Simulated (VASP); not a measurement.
# Hf (Fm-3m) in VASP: notebook

Runs on Hf. Level: PBE. Tasks: electric field gradients.

Everything below comes from runs of VASP 6.6.1. Logs are shortened: lines on timing, memory, paths and dates and some standing lists are left out, and cuts for length are marked.

## 1. The cell of the first run

It takes space group Fm-3m (No. 225, cubic). Conventional cell: a = 4.349 Å, b = 4.349 Å, c = 4.349 Å, α = 90.00°, β = 90.00°, γ = 90.00°. Within 4.0 Å of Hf (site symmetry m-3m) lie 12 Hf at 3.08 Å.

This isn't the form of Hf at room conditions, which is hcp.

## 2. Electric field gradients, PBE (20.57 Å³/atom)

INCAR

```
SYSTEM = Hf
ALGO = Normal
EDIFF = 1E-8
ENCUT = 400
GGA = PE
GGA_COMPAT = .False.
ISIF = 2
ISMEAR = -1
LASPH = .True.
LCHARG = .False.
LEFG = .True.
LREAL = .False.
LWAVE = .False.
NBANDS = 11
NELM = 120
PREC = Accurate
SIGMA = 0.03
```

KPOINTS

```
k-points
0
Gamma
  13 13 13
  0 0 0
```

POSCAR

```
Hf
1.0
    0.0000000000      2.1746811614      2.1746811614
    2.1746811614      0.0000000000      2.1746811614
    2.1746811614      2.1746811614      0.0000000000
Hf
1
Direct
    0.0000000000      0.0000000000      0.0000000000
```

Potentials or basis: VASP PAW PBE potentials, release 64 (Hf_pv).

Run with:

```sh
$ cat potpaw_PBE.64/Hf_pv/POTCAR > POTCAR
$ mpirun -np 1 vasp_std > vasp.out
```

OUTCAR:

```text
SYSTEM = Hf
   EDIFF = 1E-8
   ENCUT = 400
   GGA = PE
   ISIF = 2
   ISMEAR = -1
   LASPH = .True.
   LREAL = .False.
   NELM = 120
   PREC = Accurate

 ion  position               nearest neighbor table
   1  0.000  0.000  0.000-

  LATTYP: Found a face centered cubic cell.
 ALAT       =     4.3493623228

  Lattice vectors:

 A1 = (   0.0000000000,   2.1746811614,   2.1746811614)
 A2 = (   2.1746811614,   0.0000000000,   2.1746811614)
 A3 = (   2.1746811614,   2.1746811614,   0.0000000000)

Analysis of symmetry for initial positions (statically):
=====================================================================
 Subroutine PRICEL returns:
 Original cell was already a primitive cell.

 Routine SETGRP: Setting up the symmetry group for a
 face centered cubic supercell.

 Subroutine GETGRP returns: Found 48 space group operations
 (whereof 48 operations were pure point group operations)
 out of a pool of 48 trial point group operations.

The static configuration has the point symmetry O_h .

Analysis of symmetry for dynamics (positions and initial velocities):
=====================================================================
 Subroutine PRICEL returns:
 Original cell was already a primitive cell.

 Routine SETGRP: Setting up the symmetry group for a
 face centered cubic supercell.

 Subroutine GETGRP returns: Found 48 space group operations
 (whereof 48 operations were pure point group operations)
 out of a pool of 48 trial point group operations.

The dynamic configuration has the point symmetry O_h .

 Subroutine INISYM returns: Found 48 space group operations
 (whereof 48 operations are pure point group operations),
 and found     1 'primitive' translations

----------------------------------------------------------------------------------------

                                     Primitive cell

  volume of cell :      20.5692

  direct lattice vectors                    reciprocal lattice vectors
     0.000000000  2.174681161  2.174681161    -0.229918762  0.229918762  0.229918762
     2.174681161  0.000000000  2.174681161     0.229918762 -0.229918762  0.229918762
     2.174681161  2.174681161  0.000000000     0.229918762  0.229918762 -0.229918762

  length of vectors
     3.075463592  3.075463592  3.075463592     0.398230977  0.398230977  0.398230977

  position of ions in fractional coordinates (direct lattice)
     0.000000000  0.000000000  0.000000000

  ion indices of the primitive-cell ions
   primitive index   ion index
                 1           1

----------------------------------------------------------------------------------------

 KPOINTS: k-points

Automatic generation of k-mesh.
 Grid dimensions read from file:
 generate k-points for:   13   13   13

 Generating k-lattice:

  Cartesian coordinates                     Fractional coordinates (reciprocal lattice)
    -0.017686059  0.017686059  0.017686059     0.076923077  0.000000000  0.000000000
     0.017686059 -0.017686059  0.017686059     0.000000000  0.076923077  0.000000000
     0.017686059  0.017686059 -0.017686059     0.000000000  0.000000000  0.076923077

  Length of vectors
     0.030633152  0.030633152  0.030633152

  Shift w.r.t. Gamma in fractional coordinates (k-lattice)
     0.000000000  0.000000000  0.000000000

 Subroutine IBZKPT returns following result:
 ===========================================

 Found     84 irreducible k-points:

 Following reciprocal coordinates:
            Coordinates               Weight
  0.000000  0.000000  0.000000      1.000000
  0.076923  0.000000  0.000000      8.000000
  0.153846  0.000000  0.000000      8.000000
  0.230769  0.000000  0.000000      8.000000
  0.307692  0.000000  0.000000      8.000000
  0.384615  0.000000  0.000000      8.000000
[... 16 lines left out ...]
  0.384615  0.153846  0.000000     24.000000
  0.461538  0.153846  0.000000     24.000000
 [... further k-points ...]
   k-points           NKPTS =     84   k-points in BZ     NKDIM =     84   number of bands    NBANDS=     11
   number of dos      NEDOS =    301   number of ions     NIONS =      1
   total plane-waves  NPLWV =   8000
   dimension x,y,z NGX =    20 NGY =   20 NGZ =   20
   dimension x,y,z NGXF=    40 NGYF=   40 NGZF=   40
   ions per type =               1
   NGX,Y,Z   is equivalent  to a cutoff of  10.81, 10.81, 10.81 a.u.
   NGXF,Y,Z  is equivalent  to a cutoff of  21.62, 21.62, 21.62 a.u.
 SYSTEM =  Hf
   PREC   = accura    normal or accurate (medium, high low for compatibility)
   ISTART =      0    job   : 0-new  1-cont  2-samecut
   ICHARG =      2    charge: 1-file 2-atom 10-const
   ISPIN  =      1    spin polarized calculation?
   LNONCOLLINEAR =      F non collinear calculations
   LSORBIT =      F    spin-orbit coupling
   LASPH  =      T    aspherical Exc in radial PAW
   ENCUT  =  400.0 eV  29.40 Ry    5.42 a.u.   5.02  5.02  5.02*2*pi/ulx,y,z
   NELM   =    120;   NELMIN=  2; NELMDL= -5     # of ELM steps
   EDIFF  = 0.1E-07   stopping-criterion for ELM
   LREAL  =      F    real-space projection
   EDIFFG = 0.1E-06   stopping-criterion for IOM
   NSW    =      0    number of steps for IOM
   IBRION =     -1    ionic relax: 0-MD 1-quasi-New 2-CG
   NFREE  =      0    steps in history (QN), initial steepest desc. (CG)
   ISIF   =      2    stress and relaxation
   ISYM   =      2    0-nonsym 1-usesym 2-fastsym
   POTIM  = 0.5000    time-step for ionic-motion
   TEBEG  =    0.0;   TEEND  =   0.0 temperature during run
   PSTRESS=    0.0 pullay stress
   NELECT =      10.0000    total number of electrons
   NUPDOWN=      -1.0000    fix difference up-down
   EMIN   =  10.00;   EMAX   =-10.00  energy-range for DOS
   EFERMI =   0.00;   METHOD = LEGACY
   ISMEAR =    -1;   SIGMA  =   0.03  broadening in eV -4-tet -1-fermi 0-gaus
   EFERMI_NEDOS =   21; number of points for ismear=-14 and -15
   IALGO  =     38    algorithm
   IMIX   =      4    mixing-type and parameters
     AMIX     =   0.40;   BMIX     =  1.00
     AMIX_MAG =   1.60;   BMIX_MAG =  1.00
  volume/ion in A,a.u.               =      20.57       138.81
  Fermi-wavevector in a.u.,A,eV,Ry     =   1.287269  2.432585 22.545683  1.657061
  Thomas-Fermi vector in A             =   2.419293
   LORBIT       =      0    0 simple, 1 ext, 2 COOP (PROOUT), +10 PAW based schemes
   GGA     = PE    functional components
   LHFCALC =     F    Hartree Fock is set to
   AEXX    =    0.0000 exact exchange contribution
   IVDW    =     0    specifies the selected vdW correction
   LEPSILON=     F    determine dielectric tensor
   LRPA    =     F    only Hartree local field effects (RPA)
 non-spin polarized calculation
  energy-cutoff  :      400.00
  volume of cell :       20.57
 maximum number of plane-waves:       383
   NGX =  9   NGY =  9   NGZ =  9

 number of electron      10.0000000 magnetization

 number of electron       9.9999996 magnetization

 Free energy of the ion-electron system (eV)
  ---------------------------------------------------
  ext. energy  EPLUGINS =         0.00000000
  ---------------------------------------------------
  free energy    TOTEN  =        -9.79541239 eV

  energy without entropy =       -9.79110527  energy(sigma->0) =       -9.79325883

 E-fermi :   5.3371     XC(G=0): -11.6743

 val. band max:        5.3134564361   @ k =  -0.3077   0.3077   0.0769
 cond. band min:       5.3372167509   @ k =   0.3077   0.0000   0.0000
 fundamental gap:      0.0237603148
 Fermi energy:         5.3370763734

 k-point     1 :       0.0000    0.0000    0.0000
  band No.  band energies     occupation
      1     -24.3660      2.00000
      2     -24.3660      2.00000
      3     -24.3660      2.00000
      4      -2.1498      2.00000
      5       6.7734      0.00000
      6       6.7734      0.00000
      7       6.7734      0.00000
      8       9.8792      0.00000
      9       9.8792      0.00000
     10      16.9364      0.00000
     11      18.6982      0.00000

 k-point     2 :       0.0769    0.0000    0.0000
  band No.  band energies     occupation
      1     -24.4327      2.00000
      2     -24.3742      2.00000
      3     -24.3742      2.00000
      4      -1.9213      2.00000
      5       6.5413      0.00000
      6       6.8819      0.00000
      7       6.8819      0.00000
      8       9.7544      0.00000
      9       9.7544      0.00000
     10      17.4436      0.00000
     11      18.6967      0.00000
[... 295 lines left out ...]
 k-point    24 :       0.4615    0.1538    0.0000
  band No.  band energies     occupation
      1     -25.3068      2.00000
      2     -24.6279      2.00000
      3     -24.5628      2.00000
      4       2.0380      2.00000
      5       4.8798      2.00000
      6       6.0118      0.00000
      7       7.4060      0.00000
      8      11.8866      0.00000
      9      12.3516      0.00000
     10      15.8639      0.00000
     11      18.6943      0.00000

 [... further k-points ...]

------------------------ aborting loop because EDIFF is reached ----------------------------------------

  FORCE on cell =-STRESS in cart. coord.  units (eV):
  Direction    XX          YY          ZZ          XY          YZ          ZX
  --------------------------------------------------------------------------------------
  -------------------------------------------------------------------------------------
  Total        1.3683087      1.3683087      1.3683087      0.0000000      0.0000000     -0.0000000
  in kB      106.5805380    106.5805380    106.5805380      0.0000000      0.0000000     -0.0000000
  external PRESSURE =     106.5805380 kB  Pullay stress =       0.0000000 kB

 VOLUME and BASIS-vectors are now :
 -----------------------------------------------------------------------------
  energy-cutoff  :      400.00
  volume of cell :       20.57
      direct lattice vectors                 reciprocal lattice vectors
     0.000000000  2.174681161  2.174681161    -0.229918762  0.229918762  0.229918762
     2.174681161  0.000000000  2.174681161     0.229918762 -0.229918762  0.229918762
     2.174681161  2.174681161  0.000000000     0.229918762  0.229918762 -0.229918762

 POSITION                                       TOTAL-FORCE (eV/Angst)
 -----------------------------------------------------------------------------------
      0.00000      0.00000      0.00000        -0.000000     -0.000000     -0.000000
 -----------------------------------------------------------------------------------
    total drift:                               -0.000000     -0.000000     -0.000000

  FREE ENERGIE OF THE ION-ELECTRON SYSTEM (eV)
  ---------------------------------------------------
  free  energy   TOTEN  =        -9.7954123884 eV

  energy  without entropy=       -9.7911052734  energy(sigma->0) =       -9.79325883

 Electric field gradients (V/A^2)
---------------------------------------------------------------------
 ion       V_xx      V_yy      V_zz      V_xy      V_xz      V_yz
---------------------------------------------------------------------
   1      -0.000     0.000     0.000     0.000     0.000     0.000
---------------------------------------------------------------------

 Electric field gradients after diagonalization (V/A^2)
 (convention: |V_zz| > |V_xx| > |V_yy|)
----------------------------------------------------------------------
 ion       V_xx      V_yy      V_zz     asymmetry (V_yy - V_xx)/ V_zz
----------------------------------------------------------------------
   1      -0.000    -0.000     0.000       0.000
----------------------------------------------------------------------

           NMR quadrupolar parameters

 Cq : quadrupolar parameter    Cq=e*Q*V_zz/h
 eta: asymmetry parameters     (V_yy - V_xx)/ V_zz
 Q  : nuclear electric quadrupole moment in mb (millibarn)
----------------------------------------------------------------------
 ion       Cq(MHz)       eta       Q (mb)
----------------------------------------------------------------------
   1       0.000       0.000       1.000
----------------------------------------------------------------------
```

Run time: 8.1 s. Hardware: 1 thread of AMD EPYC 9R45 (Zen 5), shared host; peak memory 0.1 GiB.

Results:

- Free energy: -9.7954 eV
- Pressure: 10.7 GPa
- Band gap on the k mesh: zero (bands 5 and 6 overlap by 2.03 eV)
- Largest electric field gradient by atom: zero within the noise of the run

Levels at points of the mesh, in eV from the Fermi level:
```
           k point  band 2  band 3  band 4  band 5  band 6  band 7  band 8  band 9
(0.00, 0.00, 0.00)  -29.70  -29.70   -7.49    1.44    1.44    1.44    4.54    4.54
```

Caveat: the cell stands under pressure; spin-orbit coupling is left out, which moves the levels of the heavy elements.

## 3. Electric field gradients, PBE (21.44 Å³/atom)

This run uses another cell than the first one, of 21.44 Å³/atom.

INCAR

```
ALGO = Normal ; EDIFF = 1E-8
ENCUT = 400 ; GGA = PE
GGA_COMPAT = False ; ISIF = 2
ISMEAR = -1 ; LASPH = True
LCHARG = False ; LEFG = True
LREAL = False ; LWAVE = False
NBANDS = 11 ; NELM = 120
PREC = Accurate ; SIGMA = 0.03
```

KPOINTS

```
k-points
0
Gamma
  13 13 13
```

POSCAR

```
Hf
1.0
    0.0000000000      2.2051002222      2.2051002222
    2.2051002222      0.0000000000      2.2051002222
    2.2051002222      2.2051002222      0.0000000000
Hf
1
Direct
    0.0000000000      0.0000000000      0.0000000000
```

Potentials or basis: VASP PAW PBE potentials, release 64 (Hf_pv).

Run with:

```sh
$ cat potpaw_PBE.64/Hf_pv/POTCAR > POTCAR
$ mpirun -np 1 vasp_std > vasp.out
```

OUTCAR:

```text
EDIFF = 1E-8
   ENCUT = 400
   GGA = PE
   ISIF = 2
   ISMEAR = -1
   LASPH = True
   LREAL = False
   NELM = 120
   PREC = Accurate

 ion  position               nearest neighbor table
   1  0.000  0.000  0.000-

  LATTYP: Found a face centered cubic cell.
 ALAT       =     4.4102004444

  Lattice vectors:

 A1 = (   0.0000000000,   2.2051002222,   2.2051002222)
 A2 = (   2.2051002222,   0.0000000000,   2.2051002222)
 A3 = (   2.2051002222,   2.2051002222,   0.0000000000)

Analysis of symmetry for initial positions (statically):
=====================================================================
 Subroutine PRICEL returns:
 Original cell was already a primitive cell.

 Routine SETGRP: Setting up the symmetry group for a
 face centered cubic supercell.

 Subroutine GETGRP returns: Found 48 space group operations
 (whereof 48 operations were pure point group operations)
 out of a pool of 48 trial point group operations.

The static configuration has the point symmetry O_h .

Analysis of symmetry for dynamics (positions and initial velocities):
=====================================================================
 Subroutine PRICEL returns:
 Original cell was already a primitive cell.

 Routine SETGRP: Setting up the symmetry group for a
 face centered cubic supercell.

 Subroutine GETGRP returns: Found 48 space group operations
 (whereof 48 operations were pure point group operations)
 out of a pool of 48 trial point group operations.

The dynamic configuration has the point symmetry O_h .

[... 156 lines left out ...]
      5       6.4596      0.00000
      6       6.4596      0.00000
      7       6.4596      0.00000
      8       9.4054      0.00000
      9       9.4054      0.00000
     10      16.4949      0.00000
     11      18.2555      0.00000
[... 309 lines left out ...]
 k-point    24 :       0.4615    0.1538    0.0000
  band No.  band energies     occupation
      1     -25.6388      2.00000
      2     -25.0481      2.00000
      3     -24.9921      2.00000
      4       1.8100      2.00000
      5       4.5748      2.00000
      6       5.7047      0.00000
      7       7.0631      0.00000
      8      11.3031      0.00000
      9      11.7402      0.00000
     10      15.0626      0.00000
     11      18.2228      0.00000

 [... further k-points ...]

------------------------ aborting loop because EDIFF is reached ----------------------------------------

  FORCE on cell =-STRESS in cart. coord.  units (eV):
  Direction    XX          YY          ZZ          XY          YZ          ZX
  --------------------------------------------------------------------------------------
  -------------------------------------------------------------------------------------
  Total        0.6918852      0.6918852      0.6918852      0.0000000      0.0000000      0.0000000
  in kB       51.6927469     51.6927469     51.6927469      0.0000000      0.0000000      0.0000000
  external PRESSURE =      51.6927469 kB  Pullay stress =       0.0000000 kB

 VOLUME and BASIS-vectors are now :
 -----------------------------------------------------------------------------
  energy-cutoff  :      400.00
  volume of cell :       21.44
      direct lattice vectors                 reciprocal lattice vectors
     0.000000000  2.205100222  2.205100222    -0.226747063  0.226747063  0.226747063
     2.205100222  0.000000000  2.205100222     0.226747063 -0.226747063  0.226747063
     2.205100222  2.205100222  0.000000000     0.226747063  0.226747063 -0.226747063

 POSITION                                       TOTAL-FORCE (eV/Angst)
 -----------------------------------------------------------------------------------
      0.00000      0.00000      0.00000         0.000000     -0.000000      0.000000
 -----------------------------------------------------------------------------------
    total drift:                               -0.000000     -0.000000     -0.000000

  FREE ENERGIE OF THE ION-ELECTRON SYSTEM (eV)
  ---------------------------------------------------
  free  energy   TOTEN  =        -9.8387015660 eV

  energy  without entropy=       -9.8342208549  energy(sigma->0) =       -9.83646121

 Electric field gradients (V/A^2)
---------------------------------------------------------------------
 ion       V_xx      V_yy      V_zz      V_xy      V_xz      V_yz
---------------------------------------------------------------------
   1       0.000    -0.000     0.000     0.000     0.000     0.000
---------------------------------------------------------------------

 Electric field gradients after diagonalization (V/A^2)
 (convention: |V_zz| > |V_xx| > |V_yy|)
----------------------------------------------------------------------
 ion       V_xx      V_yy      V_zz     asymmetry (V_yy - V_xx)/ V_zz
----------------------------------------------------------------------
   1      -0.000    -0.000     0.001       0.000
----------------------------------------------------------------------

           NMR quadrupolar parameters

 Cq : quadrupolar parameter    Cq=e*Q*V_zz/h
 eta: asymmetry parameters     (V_yy - V_xx)/ V_zz
 Q  : nuclear electric quadrupole moment in mb (millibarn)
----------------------------------------------------------------------
 ion       Cq(MHz)       eta       Q (mb)
----------------------------------------------------------------------
   1       0.000       0.000       1.000
----------------------------------------------------------------------
```

stdout:

```text
POSCAR found type information on POSCAR Hf
 POSCAR found :  1 types and       1 ions
 scaLAPACK will be used
 LDA part: xc-table for (Slater+PW92), standard interpolation
 POSCAR, INCAR and KPOINTS ok, starting setup
 FFT: planning ... GRIDC
 FFT: planning ... GRID_SOFT
 FFT: planning ... GRID
 WAVECAR not read
 entering main loop
ion   1
```

Run time: 8.3 s. Hardware: 1 thread of AMD EPYC 9R45 (Zen 5), shared host; peak memory 0.1 GiB.

Results:

* Free energy: -9.8387 eV
* Pressure: 5.2 GPa
* Band gap on the k mesh: zero (bands 5 and 6 overlap by 1.99 eV)
* Largest electric field gradient by atom: zero within the noise of the run

Caveat: the cell stands under pressure; spin-orbit coupling is left out, which moves the levels of the heavy elements.
